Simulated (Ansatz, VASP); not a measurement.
# TiC in VASP and in Ansatz

INCAR

```
ALGO = Normal
EDIFF = 1E-7
ENCUT = 520
GGA = PS
ISIF = 2
ISMEAR = 0
LASPH = T
LCHARG = F
LREAL = F
LWAVE = F
NBANDS = 15
NELM = 100
PREC = Accurate
SIGMA = 0.15
```

File KPOINTS:

```
k-points
0
Gamma
  18 18 18
```

File POSCAR:

```
TiC
1.0
    0.0000000000      2.1315400000      2.1640000000
    2.1315400000      0.0000000000      2.1640000000
    2.1315400000      2.1315400000      0.0000000000
Ti C
1 1
Direct
    0.0000000000      0.0000000000      0.0000000000
    0.5000000000      0.5000000000      0.5000000000
```

Input for Ansatz:

```yaml
crystal:
  lattice:
    - [0.0, 2.13154, 2.164]
    - [2.13154, 0.0, 2.164]
    - [2.13154, 2.13154, 0.0]
  atoms:
    - { symbol: Ti, position: [0.0, 0.0, 0.0] }
    - { symbol: C, position: [0.5, 0.5, 0.5] }
basis:
  ecutwfc: 420
kpoints:
  mp_grid: { grid: [18, 18, 18] }
hamiltonian:
  xc: pbesol
scf:
  occupations: { method: gaussian, width: 0.15 }
output:
  forces: true
  stress: true
  eigenvalues: true
```

Change from the starting cell: strain -0.015 along x and y, +0.000 along z, atoms carried along.

Alike in both runs: task single point; functional PBEsol; k mesh 18 × 18 × 18; occupations gaussian, width 0.15 eV; no spin polarisation.

|  | VASP | Ansatz |
| --- | --- | --- |
| version | VASP 6.6.1 | Ansatz 0.2.0 |
| potentials or method | VASP PAW PBE potentials, release 64 (Ti_sv, C), cutoff 520 eV | scalar-relativistic, plane waves, PAW |
| valence electrons in the cell | 16 | 16 |

VASP gave:

| Property | Result |
| --- | --- |
| gap on the k mesh at the Fermi level (eV) | none |
| pressure (GPa) | 2.0 |
| traceless stress, the component that is largest in VASP (GPa) | -4.38 |

Problem. What did Ansatz give for the same quantities?

Solution. gap on the k mesh at the Fermi level (eV): none; pressure (GPa): 1.8; traceless stress, the component that is largest in VASP (GPa): -4.37.

VASP's potentials were made for PBE, not for PBEsol. A gap of «none» marks a metal or a gap that the smearing closes.
